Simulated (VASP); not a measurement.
Runs of VASP 6.6.1 on CuI. Symmetry: P6_3/mmc, No. 194, hexagonal system. Conventional cell: a = 4.147 Å, b = 4.147 Å, c = 6.336 Å, α = 90.00°, β = 90.00°, γ = 120.00°. Cu (site symmetry -3m) has 6 I at 2.87 Å and 2 Cu at 3.17 Å within 3.8 Å. Within 3.8 Å of I (site symmetry -6m2) lie 6 Cu at 2.87 Å. 

```csv
level,potentials or basis,k mesh,gap on the mesh (eV),pressure (GPa)
LDA,"VASP PAW LDA potentials, release 64 (Cu, I)",6 × 6 × 4,(a),-4.7
PBE,"VASP PAW PBE potentials, release 64 (Cu, I)",6 × 6 × 2,0.49,0.6
PBE,"VASP PAW PBE potentials, release 64 (Cu, I)",6 × 6 × 4,0.49,0.6
r2SCAN,"VASP PAW PBE potentials, release 64 (Cu, I)",6 × 6 × 4,0.83,0.1
```

Alike in all rows: task single point; no spin polarisation; cell as given; cutoff (eV) 520; smearing gaussian 0.01 eV.

Q: Estimate the missing entries.

A: (a) 0.41.

Caveats: some runs use coarse meshes; spin-orbit coupling is left out, which moves the levels of the heavy elements; the cell stands under tension (at least some runs); the PAW data sets were made with another functional, which shifts forces and pressure a little (at least some runs).

A k mesh can miss the band edges, and the runs leave out spin-orbit coupling on I.
